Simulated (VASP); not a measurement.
# CaBe in VASP: a series of runs

The runs below take CaBe through single point, with PBEsol.

Everything below comes from runs of VASP 6.6.1. Logs are shortened: lines on timing, memory, paths and dates and some standing lists are left out, and cuts for length are marked.

### Step 1. The cell of the first run

The typed cell holds 2 atoms: a = 3.481 Å, b = 3.482 Å, c = 3.482 Å, α = 90.00°, β = 90.00°, γ = 90.00°.

### Step 2. Single point, PBEsol

Input file INCAR:

```
  PREC = Accurate
  ENCUT = 520
  EDIFF = 1E-6
  ISMEAR = 0
  SIGMA = 0.1
  LREAL = False
  LASPH = True
  NELM = 80
  ALGO = Fast
  ISIF = 2
  LWAVE = False
  LCHARG = True
  GGA = PS
  LELF = True
  LVHAR = True
  NBANDS = 13
```

Input file KPOINTS:

```
regular mesh
0
Gamma
  12 12 12
```

Input file POSCAR:

```
CaBe
1.0
    3.4811347150      0.0000000000      0.0000000000
    0.0000000000      2.4618736707      2.4619127057
    0.0000000000     -2.4618736707      2.4619127057
Ca Be
1 1
Direct
    0.5000000000      0.7500000000      0.7500000000
    0.0000000000      0.2500000000      0.2500000000
```

Potentials or basis: VASP PAW PBE potentials, release 64 (Ca_sv, Be).

Command:

```sh
$ cat potpaw_PBE.64/Ca_sv/POTCAR potpaw_PBE.64/Be/POTCAR > POTCAR
$ mpirun -np 1 vasp_std > vasp.out
```

OUTCAR:

```text
PREC = Accurate
   ENCUT = 520
   EDIFF = 1E-6
   ISMEAR = 0
   LREAL = False
   LASPH = True
   NELM = 80
   ISIF = 2
   GGA = PS

 ion  position               nearest neighbor table
   1  0.500  0.750  0.750-
   2  0.000  0.250  0.250-

  LATTYP: Found a base centered orthorhombic cell.
 ALAT       =     4.9237473414
 B/A-ratio  =     1.0000158558
 C/A-ratio  =     0.7070092094

  Lattice vectors:

 A1 = (   0.0000000000,   2.4618736707,  -2.4619127057)
 A2 = (   0.0000000000,   2.4618736707,   2.4619127057)
 A3 = (   3.4811347150,   0.0000000000,   0.0000000000)

Analysis of symmetry for initial positions (statically):
=====================================================================
 Subroutine PRICEL returns:
 Original cell was already a primitive cell.

 Routine SETGRP: Setting up the symmetry group for a
 base centered orthorhombic supercell.

 Subroutine GETGRP returns: Found  8 space group operations
 (whereof  4 operations were pure point group operations)
 out of a pool of  8 trial point group operations.

The static configuration has the point symmetry C_2v.
 The point group associated with its full space group is D_2h.

Analysis of symmetry for dynamics (positions and initial velocities):
=====================================================================
 Subroutine PRICEL returns:
 Original cell was already a primitive cell.

 Routine SETGRP: Setting up the symmetry group for a
 base centered orthorhombic supercell.

 Subroutine GETGRP returns: Found  8 space group operations
 (whereof  4 operations were pure point group operations)
 out of a pool of  8 trial point group operations.

The dynamic configuration has the point symmetry C_2v.
 The point group associated with its full space group is D_2h.

 Subroutine INISYM returns: Found  8 space group operations
 (whereof  4 operations are pure point group operations),
 and found     1 'primitive' translations

----------------------------------------------------------------------------------------

                                     Primitive cell

  volume of cell :      42.1977

  direct lattice vectors                    reciprocal lattice vectors
     3.481134715  0.000000000  0.000000000     0.287262655  0.000000000  0.000000000
     0.000000000  2.461873671  2.461912706     0.000000000  0.203097342  0.203094122
     0.000000000 -2.461873671  2.461912706     0.000000000 -0.203097342  0.203094122

  length of vectors
     3.481134715  3.481642736  3.481642736     0.287262655  0.287220739  0.287220739
[... 87 lines left out ...]
   ISIF   =      2    stress and relaxation
   ISYM   =      2    0-nonsym 1-usesym 2-fastsym
   POTIM  = 0.5000    time-step for ionic-motion
   TEBEG  =    0.0;   TEEND  =   0.0 temperature during run
   PSTRESS=    0.0 pullay stress
   NELECT =      12.0000    total number of electrons
   NUPDOWN=      -1.0000    fix difference up-down
   EMIN   =  10.00;   EMAX   =-10.00  energy-range for DOS
   EFERMI =   0.00;   METHOD = LEGACY
   ISMEAR =     0;   SIGMA  =   0.10  broadening in eV -4-tet -1-fermi 0-gaus
   EFERMI_NEDOS =   21; number of points for ismear=-14 and -15
   IALGO  =     68    algorithm
   IMIX   =      4    mixing-type and parameters
     AMIX     =   0.40;   BMIX     =  1.00
     AMIX_MAG =   1.60;   BMIX_MAG =  1.00
  volume/ion in A,a.u.               =      21.10       142.38
  Fermi-wavevector in a.u.,A,eV,Ry     =   1.076561  2.034406 15.768943  1.158985
  Thomas-Fermi vector in A             =   2.212449
   LORBIT       =      0    0 simple, 1 ext, 2 COOP (PROOUT), +10 PAW based schemes
   GGA     = PS    functional components
   LHFCALC =     F    Hartree Fock is set to
   AEXX    =    0.0000 exact exchange contribution
   IVDW    =     0    specifies the selected vdW correction
   LEPSILON=     F    determine dielectric tensor
   LRPA    =     F    only Hartree local field effects (RPA)
 non-spin polarized calculation
 RMM-DIIS sequential band-by-band and
 Gauss-broadening in eV      SIGMA  =   0.10
  energy-cutoff  :      520.00
  volume of cell :       42.20
 maximum number of plane-waves:      1157
 NGX is ok and might be reduce to    28
   NGX = 13   NGY = 13   NGZ = 13

 number of electron      11.9999999 magnetization

 Free energy of the ion-electron system (eV)
  ---------------------------------------------------
  ext. energy  EPLUGINS =         0.00000000
  ---------------------------------------------------
  free energy    TOTEN  =        -5.30527625 eV

  energy without entropy =       -5.29768633  energy(sigma->0) =       -5.30148129

 E-fermi :   2.8715     XC(G=0):  -9.1047

 val. band max:        2.8305554105   @ k =   0.5000  -0.4167   0.0833
 cond. band min:       2.8793863649   @ k =   0.0000   0.5000   0.4167
 fundamental gap:      0.0488309544
 Fermi energy:         2.8714740567

 k-point     1 :       0.0000    0.0000    0.0000
  band No.  band energies     occupation
      1     -37.3875      2.00000
      2     -18.3964      2.00000
      3     -18.3964      2.00000
      4     -18.3963      2.00000
      5      -2.7686      2.00000
      6       4.4774      0.00000
      7       4.4777      0.00000
      8       6.9413      0.00000
      9       6.9413      0.00000
     10       6.9438      0.00000
     11       8.3250      0.00000
     12       8.3257      0.00000
     13       8.3257      0.00000
[... 354 lines left out ...]
  band No.  band energies     occupation
      1     -37.3704      2.00000
      2     -18.5251      2.00000
      3     -18.4502      2.00000
      4     -18.3775      2.00000
      5      -1.6517      2.00000
      6       3.1040      0.00101
      7       4.1269      0.00000
      8       5.8254      0.00000
      9       6.0551      0.00000
     10       7.8910      0.00000
     11       8.0197      0.00000
     12       9.4628      0.00000
     13      10.1632      0.00000

 [... further k-points ...]
[... 5 lines left out ...]
  --------------------------------------------------------------------------------------
  -------------------------------------------------------------------------------------
  Total        0.0321347      0.0307384      0.0303825      0.0000000      0.0000000      0.0000000
  in kB        1.2201010      1.1670863      1.1535714      0.0000000      0.0000000      0.0000000
  external PRESSURE =       1.1802529 kB  Pullay stress =       0.0000000 kB

 VOLUME and BASIS-vectors are now :
 -----------------------------------------------------------------------------
  energy-cutoff  :      520.00
  volume of cell :       42.20
      direct lattice vectors                 reciprocal lattice vectors
     3.481134715  0.000000000  0.000000000     0.287262655  0.000000000  0.000000000
     0.000000000  2.461873671  2.461912706     0.000000000  0.203097342  0.203094122
     0.000000000 -2.461873671  2.461912706     0.000000000 -0.203097342  0.203094122

 POSITION                                       TOTAL-FORCE (eV/Angst)
 -----------------------------------------------------------------------------------
      1.74057      0.00000      3.69287         0.000000     -0.000000      0.000000
      0.00000      0.00000      1.23096         0.000000      0.000000     -0.000000
 -----------------------------------------------------------------------------------
    total drift:                                0.000000      0.000000      0.000000

  FREE ENERGIE OF THE ION-ELECTRON SYSTEM (eV)
  ---------------------------------------------------
  free  energy   TOTEN  =        -5.3052762501 eV

  energy  without entropy=       -5.2976863269  energy(sigma->0) =       -5.30148129
```

OSZICAR:

```text
N       E                     dE             d eps       ncg     rms          rms(c)
DAV:   1     0.781814142542E+02    0.78181E+02   -0.59828E+03  7826   0.840E+02
DAV:   2    -0.157057194055E+01   -0.79752E+02   -0.78176E+02  8781   0.230E+02
DAV:   3    -0.524421861903E+01   -0.36736E+01   -0.36547E+01 14436   0.416E+01
DAV:   4    -0.533538517970E+01   -0.91167E-01   -0.91087E-01  9263   0.441E+00
DAV:   5    -0.533698743124E+01   -0.16023E-02   -0.16021E-02 12369   0.501E-01    0.282E+00
RMM:   6    -0.531609365419E+01    0.20894E-01   -0.73761E-03  7971   0.103E+00    0.172E+00
RMM:   7    -0.530445986620E+01    0.11634E-01   -0.27704E-02  9541   0.194E+00    0.134E-01
RMM:   8    -0.530505883689E+01   -0.59897E-03   -0.68591E-03 11238   0.514E-01    0.571E-02
RMM:   9    -0.530519624798E+01   -0.13741E-03   -0.14058E-03 11332   0.264E-01    0.289E-02
RMM:  10    -0.530525857514E+01   -0.62327E-04   -0.41520E-04 12011   0.107E-01    0.415E-02
RMM:  11    -0.530526934764E+01   -0.10773E-04   -0.28332E-04 11924   0.111E-01    0.287E-02
RMM:  12    -0.530527606297E+01   -0.67153E-05   -0.69861E-05 12321   0.444E-02    0.284E-02
RMM:  13    -0.530528336804E+01   -0.73051E-05   -0.33463E-05 11890   0.306E-02    0.445E-02
RMM:  14    -0.530527543455E+01    0.79335E-05   -0.10777E-05 11069   0.320E-02    0.129E-02
RMM:  15    -0.530527625010E+01   -0.81555E-06   -0.62587E-06 10949   0.254E-02
   1 F= -.53052763E+01 E0= -.53014813E+01  d E =-.758992E-02
```

Run time: 2.6 min. Hardware: 1 thread of Intel Xeon Platinum 8259CL at 2.50GHz (Skylake/Cascade Lake), shared host; peak memory 0.29 GiB.

Results:

- Free energy: -5.3053 eV
- Pressure: 0.1 GPa
- Band gap on the k mesh: zero (band 6 reaches 4.48 eV, above the bottom of band 7 at 2.04 eV)

Caveat: the PAW data sets were made with another functional, which shifts forces and pressure a little.

### Step 3. Single point, PBEsol

This run uses another cell than the first one, of 21.16 Å³/atom, 1.003 times its volume.

Input file INCAR:

```
PREC     = Accurate       # precision mode
ENCUT    = 520            # plane-wave cutoff, eV
EDIFF    = 1E-7           # SCF threshold, eV
ISMEAR   = -1             # smearing method
SIGMA    = 0.15           # smearing width, eV
LREAL    = False          # projectors in reciprocal space
LASPH    = True           # aspherical terms in the spheres
NELM     = 100            # most SCF steps
ALGO     = Fast           # electronic algorithm
ISIF     = 2              # what is computed and relaxed
LWAVE    = False          # write WAVECAR
LCHARG   = False          # write CHGCAR
GGA      = PS             # functional
NBANDS   = 13             # bands
```

KPOINTS is that of step 2.

Input file POSCAR:

```
CaBe
1.0
    3.4849700059      0.0000000000      0.0000000000
    0.0000000000      2.4643460237      2.4643460834
    0.0000000000     -2.4643460237      2.4643460834
Ca Be
1 1
Direct
    0.5000000000      0.7500000000      0.7500000000
    0.0000000000      0.2500000000      0.2500000000
```

Potentials or basis: VASP PAW PBE potentials, release 64 (Ca_sv, Be).

Command:

```sh
$ cat potpaw_PBE.64/Ca_sv/POTCAR potpaw_PBE.64/Be/POTCAR > POTCAR
$ mpirun -np 1 vasp_std > vasp.out
```

It took 2.5 min on 1 thread of Intel Xeon Platinum 8259CL at 2.50GHz (Skylake/Cascade Lake), shared host; peak memory 0.24 GiB.

It converged, with:

| Property | Result |
| --- | --- |
| Free energy | -5.3536 eV |
| Pressure | 0.1 GPa |
| Band gap on the k mesh | zero (band 6 reaches 4.47 eV, above the bottom of band 7 at 2.03 eV) |

Levels at points of the mesh, in eV from the Fermi level:
```csv
k point,band 3,band 4,band 5,band 6,band 7,band 8,band 9,band 10
"(0.00, 0.00, 0.00)",-21.28,-21.28,-5.65,1.60,1.60,4.05,4.05,4.05
"(0.50, 0.00, 0.00)",-21.25,-21.25,-2.95,-2.56,2.45,2.52,2.52,5.65
"(0.00, 0.50, 0.00)",-21.25,-21.25,-2.95,-2.56,2.45,2.52,2.52,5.65
"(0.50, 0.50, 0.00)",-21.51,-21.23,-2.28,-0.18,-0.18,1.51,4.15,4.15
"(0.00, 0.50, 0.50)",-21.51,-21.23,-2.28,-0.18,-0.18,1.51,4.15,4.15
"(0.50, 0.50, 0.50)",-21.47,-21.47,-0.84,-0.84,-0.84,1.36,5.42,5.42
```

Caveat: the PAW data sets were made with another functional, which shifts forces and pressure a little.

[end of part 1 of 2]
